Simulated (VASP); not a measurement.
A run of VASP 6.6.1 is set up as follows.

File INCAR:

```
SYSTEM = SiO2
  PREC = Accurate
  ENCUT = 600
  EDIFF = 1E-6
  ISMEAR = -1
  SIGMA = 0.1
  LREAL = .FALSE.
  LASPH = .TRUE.
  NELM = 60
  ALGO = Normal
  ISIF = 3
  LWAVE = .FALSE.
  LCHARG = .FALSE.
  GGA = CA
  IBRION = 2
  NSW = 60
  EDIFFG = -0.01
```

File KPOINTS:

```
regular mesh
0
G
  4 4 7
  0 0 0
```

POSCAR

```
SiO2
1.0
    4.1892883500      0.0000000000      0.0000000000
    0.0000000000      4.1892883500      0.0000000000
    0.0000000000      0.0000000000      2.6701772400
Si O
2 4
Direct
    0.0000000000      0.0000000000      0.0000000000
    0.5000000000      0.5000000000      0.5000000000
    0.3059000000      0.3059000000      0.0000000000
    0.1941000000      0.8059000000      0.5000000000
    0.6941000000      0.6941000000      0.0000000000
    0.8059000000      0.1941000000      0.5000000000
```

Potentials or basis: VASP PAW LDA potentials, release 64 (Si, O).

The run is started by

```bash
$ cat potpaw_LDA.64/Si/POTCAR potpaw_LDA.64/O/POTCAR > POTCAR
$ mpirun -np 1 vasp_std > vasp.out
```

Q: Predict the relaxed cell.

A: a = 4.154 Å, b = 4.154 Å, c = 2.666 Å, α = 90.00°, β = 90.00°, γ = 90.00°.

Q: What does it give for the space group after relaxing (to 0.05 Å)?

A: P4_2/mnm (No. 136).

Q: Predict the band gap on the k mesh.

A: 5.78 eV, direct.

Forces in eV/Å, atoms in the order of the input:
```
Si   0.000  0.000  0.000
Si   0.000  0.000  0.000
O   -0.005 -0.005  0.000
O    0.005 -0.005  0.000
O    0.005  0.005  0.000
O   -0.005  0.005  0.000
```

LDA usually gives volumes a few per cent too small. Zero-point motion and thermal expansion aren't in these numbers.
